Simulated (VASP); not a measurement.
# GeSbTe3 (P4mm) in VASP: a series of runs

Runs on GeSbTe3. Level: PBE. Tasks: single point, relaxation of cell and atoms.

All numbers are computed with VASP 6.6.1; they aren't measurements. Logs are shortened: lines on timing, memory, paths and dates and some standing lists are left out, and cuts for length are marked.

## (1) The cell of the first run

The structure is tetragonal, space group P4mm (No. 99). The conventional cell has a = 4.299 Å, b = 4.299 Å, c = 9.059 Å, α = 90.00°, β = 90.00°, γ = 90.00°. Ge (site symmetry 4mm) has 5 Te at 2.95 to 3.13 Å and 4 Sb at 3.66 Å within 3.9 Å. Sb (site symmetry 4mm) has 4 Te at 3.17 Å and 4 Ge at 3.66 Å and 4 Sb at 4.30 Å within 4.3 Å. Te (site symmetry 4mm) has 1 Ge at 2.95 Å and 4 Sb at 3.17 Å within 3.9 Å. Within 4.0 Å of Te (site symmetry 2mm) lie 4 Te at 3.04 Å and 2 Ge at 3.13 Å.

The cell was generated, and may not be a known phase.

## (2) Single point, PBE

INCAR

```
ALGO = Normal
EDIFF = 1E-6
ENCUT = 520
GGA = PE
ISIF = 2
ISMEAR = 0
LASPH = True
LCHARG = False
LREAL = False
LWAVE = False
NBANDS = 26
NELM = 80
PREC = Accurate
SIGMA = 0.1
```

KPOINTS

```
k-points
0
Gamma
  10 10 4
```

POSCAR

```
GeSbTe3
1.0
    4.2994887919      0.0000000000      0.0000000000
    0.0000000000      4.2994887919      0.0000000000
    0.0000000000      0.0000000000      9.0591360158
Ge Sb Te
1 1 3
Direct
    0.5000000000      0.5000000000      0.7435536797
    0.0000000000      0.0000000000      0.9688810728
    0.5000000000      0.5000000000      0.0692662879
    0.0000000000      0.5000000000      0.4930994798
    0.5000000000      0.0000000000      0.4930994798
```

Potentials or basis: VASP PAW PBE potentials, release 64 (Ge_d, Sb, Te).

Command:

```sh
$ cat potpaw_PBE.64/Ge_d/POTCAR potpaw_PBE.64/Sb/POTCAR potpaw_PBE.64/Te/POTCAR > POTCAR
$ mpirun -np 1 vasp_std > vasp.out
```

OUTCAR:

```text
EDIFF = 1E-6
   ENCUT = 520
   GGA = PE
   ISIF = 2
   ISMEAR = 0
   LASPH = True
   LREAL = False
   NELM = 80
   PREC = Accurate

 ion  position               nearest neighbor table
   1  0.500  0.500  0.744-   3 2.95   4 3.13   5 3.13   5 3.13   4 3.13
   2  0.000  0.000  0.969-   3 3.17   3 3.17   3 3.17   3 3.17
   3  0.500  0.500  0.069-   1 2.95   2 3.17   2 3.17   2 3.17   2 3.17
   4  0.000  0.500  0.493-   5 3.04   5 3.04   5 3.04   5 3.04   1 3.13   1 3.13
   5  0.500  0.000  0.493-   4 3.04   4 3.04   4 3.04   4 3.04   1 3.13   1 3.13

  LATTYP: Found a simple tetragonal cell.
 ALAT       =     4.2994887919
 C/A-ratio  =     2.1070263127

  Lattice vectors:

 A1 = (   4.2994887919,   0.0000000000,   0.0000000000)
 A2 = (   0.0000000000,   4.2994887919,   0.0000000000)
 A3 = (   0.0000000000,   0.0000000000,   9.0591360158)

Analysis of symmetry for initial positions (statically):
=====================================================================
 Subroutine PRICEL returns:
 Original cell was already a primitive cell.

 Routine SETGRP: Setting up the symmetry group for a
 simple tetragonal supercell.

 Subroutine GETGRP returns: Found  8 space group operations
 (whereof  8 operations were pure point group operations)
 out of a pool of 16 trial point group operations.

The static configuration has the point symmetry C_4v.

Analysis of symmetry for dynamics (positions and initial velocities):
=====================================================================
 Subroutine PRICEL returns:
 Original cell was already a primitive cell.

 Routine SETGRP: Setting up the symmetry group for a
 simple tetragonal supercell.

 Subroutine GETGRP returns: Found  8 space group operations
 (whereof  8 operations were pure point group operations)
 out of a pool of 16 trial point group operations.

The dynamic configuration has the point symmetry C_4v.

 Subroutine INISYM returns: Found  8 space group operations
 (whereof  8 operations are pure point group operations),
 and found     1 'primitive' translations

----------------------------------------------------------------------------------------

                                     Primitive cell

  volume of cell :     167.4636

  direct lattice vectors                    reciprocal lattice vectors
     4.299488792  0.000000000  0.000000000     0.232585791  0.000000000  0.000000000
     0.000000000  4.299488792  0.000000000     0.000000000  0.232585791  0.000000000
     0.000000000  0.000000000  9.059136016     0.000000000  0.000000000  0.110385803

  length of vectors
     4.299488792  4.299488792  9.059136016     0.232585791  0.232585791  0.110385803

  position of ions in fractional coordinates (direct lattice)
     0.500000000  0.500000000  0.743553680
     0.000000000  0.000000000  0.968881073
     0.500000000  0.500000000  0.069266288
     0.000000000  0.500000000  0.493099480
     0.500000000  0.000000000  0.493099480

  ion indices of the primitive-cell ions
   primitive index   ion index
                 1           1
                 2           2
                 3           3
                 4           4
                 5           5

----------------------------------------------------------------------------------------

 KPOINTS: k-points

Automatic generation of k-mesh.
 Grid dimensions read from file:
 generate k-points for:   10   10    4

 Generating k-lattice:

  Cartesian coordinates                     Fractional coordinates (reciprocal lattice)
     0.023258579  0.000000000  0.000000000     0.100000000  0.000000000  0.000000000
     0.000000000  0.023258579  0.000000000     0.000000000  0.100000000  0.000000000
     0.000000000  0.000000000  0.027596451     0.000000000  0.000000000  0.250000000

  Length of vectors
     0.023258579  0.023258579  0.027596451

  Shift w.r.t. Gamma in fractional coordinates (k-lattice)
     0.000000000  0.000000000  0.000000000

 Subroutine IBZKPT returns following result:
 ===========================================

 Found     63 irreducible k-points:

 Following reciprocal coordinates:
            Coordinates               Weight
  0.000000  0.000000  0.000000      1.000000
  0.100000  0.000000  0.000000      4.000000
  0.200000  0.000000  0.000000      4.000000
  0.300000  0.000000  0.000000      4.000000
  0.400000  0.000000  0.000000      4.000000
  0.500000  0.000000  0.000000      2.000000
[... 16 lines left out ...]
  0.100000  0.000000  0.250000      8.000000
  0.200000  0.000000  0.250000      8.000000
 [... further k-points ...]
   k-points           NKPTS =     63   k-points in BZ     NKDIM =     63   number of bands    NBANDS=     26
   number of dos      NEDOS =    301   number of ions     NIONS =      5
   total plane-waves  NPLWV =  71680
   dimension x,y,z NGX =    32 NGY =   32 NGZ =   70
   dimension x,y,z NGXF=    64 NGYF=   64 NGZF=  140
   ions per type =               1   1   3
   NGX,Y,Z   is equivalent  to a cutoff of  12.37, 12.37, 12.85 a.u.
   NGXF,Y,Z  is equivalent  to a cutoff of  24.75, 24.75, 25.69 a.u.
 SYSTEM =  unknown system
   PREC   = accura    normal or accurate (medium, high low for compatibility)
   ISTART =      0    job   : 0-new  1-cont  2-samecut
   ICHARG =      2    charge: 1-file 2-atom 10-const
   ISPIN  =      1    spin polarized calculation?
   LNONCOLLINEAR =      F non collinear calculations
   LSORBIT =      F    spin-orbit coupling
   LASPH  =      T    aspherical Exc in radial PAW
   ENCUT  =  520.0 eV  38.22 Ry    6.18 a.u.   7.99  7.99 16.84*2*pi/ulx,y,z
   NELM   =     80;   NELMIN=  2; NELMDL= -5     # of ELM steps
   EDIFF  = 0.1E-05   stopping-criterion for ELM
   LREAL  =      F    real-space projection
   EDIFFG = 0.1E-04   stopping-criterion for IOM
   NSW    =      0    number of steps for IOM
   IBRION =     -1    ionic relax: 0-MD 1-quasi-New 2-CG
   NFREE  =      0    steps in history (QN), initial steepest desc. (CG)
   ISIF   =      2    stress and relaxation
   ISYM   =      2    0-nonsym 1-usesym 2-fastsym
   POTIM  = 0.5000    time-step for ionic-motion
   TEBEG  =    0.0;   TEEND  =   0.0 temperature during run
   PSTRESS=    0.0 pullay stress
   NELECT =      37.0000    total number of electrons
   NUPDOWN=      -1.0000    fix difference up-down
   EMIN   =  10.00;   EMAX   =-10.00  energy-range for DOS
   EFERMI =   0.00;   METHOD = LEGACY
   ISMEAR =     0;   SIGMA  =   0.10  broadening in eV -4-tet -1-fermi 0-gaus
   EFERMI_NEDOS =   21; number of points for ismear=-14 and -15
   IALGO  =     38    algorithm
   IMIX   =      4    mixing-type and parameters
     AMIX     =   0.40;   BMIX     =  1.00
     AMIX_MAG =   1.60;   BMIX_MAG =  1.00
  volume/ion in A,a.u.               =      33.49       226.02
  Fermi-wavevector in a.u.,A,eV,Ry     =   0.989696  1.870255 13.326889  0.979499
  Thomas-Fermi vector in A             =   2.121314
   LORBIT       =      0    0 simple, 1 ext, 2 COOP (PROOUT), +10 PAW based schemes
   GGA     = PE    functional components
   LHFCALC =     F    Hartree Fock is set to
   AEXX    =    0.0000 exact exchange contribution
   IVDW    =     0    specifies the selected vdW correction
   LEPSILON=     F    determine dielectric tensor
   LRPA    =     F    only Hartree local field effects (RPA)
 non-spin polarized calculation
 Gauss-broadening in eV      SIGMA  =   0.10
  energy-cutoff  :      520.00
  volume of cell :      167.46
 maximum number of plane-waves:      4552
 NGX is ok and might be reduce to    32
   NGX = 15   NGY = 15   NGZ = 33

 number of electron      36.9999991 magnetization

 Free energy of the ion-electron system (eV)
  ---------------------------------------------------
  ext. energy  EPLUGINS =         0.00000000
  ---------------------------------------------------
  free energy    TOTEN  =       -16.95803569 eV

  energy without entropy =      -16.94537013  energy(sigma->0) =      -16.95170291

 E-fermi :   5.1997     XC(G=0):  -8.9405

 val. band max:        5.1905740498   @ k =   0.1000   0.0000   0.2500
 cond. band min:       5.2027388816   @ k =   0.5000   0.1000   0.0000
 fundamental gap:      0.0121648318
 Fermi energy:         5.1996545885

 k-point     1 :       0.0000    0.0000    0.0000
  band No.  band energies     occupation
      1     -19.8908      2.00000
      2     -19.8873      2.00000
      3     -19.8873      2.00000
      4     -19.8863      2.00000
      5     -19.8841      2.00000
      6      -8.3729      2.00000
[... 18 lines left out ...]
     25       8.5433      0.00000
     26       8.5433      0.00000

 k-point     2 :       0.1000    0.0000    0.0000
  band No.  band energies     occupation
      1     -19.8907      2.00000
      2     -19.8874      2.00000
      3     -19.8873      2.00000
      4     -19.8862      2.00000
      5     -19.8841      2.00000
      6      -8.2992      2.00000
[... 18 lines left out ...]
     25       8.2104      0.00000
     26       8.7429      0.00000

 k-point     3 :       0.2000    0.0000    0.0000
  band No.  band energies     occupation
      1     -19.8906      2.00000
      2     -19.8876      2.00000
      3     -19.8873      2.00000
      4     -19.8858      2.00000
      5     -19.8842      2.00000
      6      -8.0791      2.00000
[... 18 lines left out ...]
     25       7.9975      0.00000
     26       9.5617      0.00000

 k-point     4 :       0.3000    0.0000    0.0000
  band No.  band energies     occupation
      1     -19.8905      2.00000
      2     -19.8879      2.00000
      3     -19.8873      2.00000
      4     -19.8853      2.00000
      5     -19.8844      2.00000
      6      -7.7169      2.00000
[... 18 lines left out ...]
     25       8.3106      0.00000
     26      10.1513      0.00000
[... 496 lines left out ...]
      1     -19.8908      2.00000
      2     -19.8873      2.00000
      3     -19.8873      2.00000
      4     -19.8863      2.00000
      5     -19.8841      2.00000
      6      -8.3667      2.00000
[... 18 lines left out ...]
     25       8.4602      0.00000
     26       8.4873      0.00000

 k-point    23 :       0.1000    0.0000    0.2500
  band No.  band energies     occupation
      1     -19.8907      2.00000
      2     -19.8874      2.00000
      3     -19.8873      2.00000
      4     -19.8862      2.00000
      5     -19.8841      2.00000
      6      -8.2929      2.00000
[... 18 lines left out ...]
     25       8.1393      0.00000
     26       8.8120      0.00000

 k-point    24 :       0.2000    0.0000    0.2500
  band No.  band energies     occupation
      1     -19.8906      2.00000
      2     -19.8876      2.00000
      3     -19.8873      2.00000
      4     -19.8858      2.00000
      5     -19.8842      2.00000
      6      -8.0725      2.00000
[... 18 lines left out ...]
     25       7.9947      0.00000
     26       9.4868      0.00000

 [... further k-points ...]

------------------------ aborting loop because EDIFF is reached ----------------------------------------

  FORCE on cell =-STRESS in cart. coord.  units (eV):
  Direction    XX          YY          ZZ          XY          YZ          ZX
  --------------------------------------------------------------------------------------
  -------------------------------------------------------------------------------------
  Total       -0.0407739     -0.0407739      0.0092123      0.0000000      0.0000000      0.0000000
  in kB       -0.3900965     -0.3900965      0.0881368      0.0000000      0.0000000      0.0000000
  external PRESSURE =      -0.2306854 kB  Pullay stress =       0.0000000 kB

 VOLUME and BASIS-vectors are now :
 -----------------------------------------------------------------------------
  energy-cutoff  :      520.00
  volume of cell :      167.46
      direct lattice vectors                 reciprocal lattice vectors
     4.299488792  0.000000000  0.000000000     0.232585791  0.000000000  0.000000000
     0.000000000  4.299488792  0.000000000     0.000000000  0.232585791  0.000000000
     0.000000000  0.000000000  9.059136016     0.000000000  0.000000000  0.110385803

 POSITION                                       TOTAL-FORCE (eV/Angst)
 -----------------------------------------------------------------------------------
      2.14974      2.14974      6.73595         0.000000     -0.000000     -0.006873
      0.00000      0.00000      8.77723         0.000000     -0.000000      0.000102
      2.14974      2.14974      0.62749        -0.000000     -0.000000      0.010551
      0.00000      2.14974      4.46706        -0.000000     -0.000000     -0.001890
      2.14974      0.00000      4.46706        -0.000000      0.000000     -0.001890
 -----------------------------------------------------------------------------------
    total drift:                                0.000000     -0.000000     -0.001469

  FREE ENERGIE OF THE ION-ELECTRON SYSTEM (eV)
  ---------------------------------------------------
  free  energy   TOTEN  =       -16.9580356896 eV

  energy  without entropy=      -16.9453701262  energy(sigma->0) =      -16.95170291
```

Run time: 2 min. Hardware: 1 thread of Intel Xeon Platinum 8488C (Sapphire Rapids), shared host; peak memory 0.44 GiB.

Results:

| Property | Result |
| --- | --- |
| Free energy | -16.9580 eV |
| Pressure | 0.0 GPa |
| Largest force | 0.011 eV/Å |
| Band gap on the k mesh | zero (an odd number of electrons rules out a gap without spin polarisation) |

Forces in eV/Å, atoms in the order of the input:
```
Ge   0.000  0.000 -0.007
Sb   0.000  0.000  0.000
Te   0.000  0.000  0.011
Te   0.000  0.000 -0.002
Te   0.000  0.000 -0.002
```

Caveat: spin-orbit coupling is left out, which moves the levels of the heavy elements; this functional lacks dispersion, which binds layers or chains, so the pressure and a relaxed spacing across them are unreliable.

(Part 1 of 2 ends here.)

The gap in the log of VASP goes by the Fermi energy; the results here count the filled bands.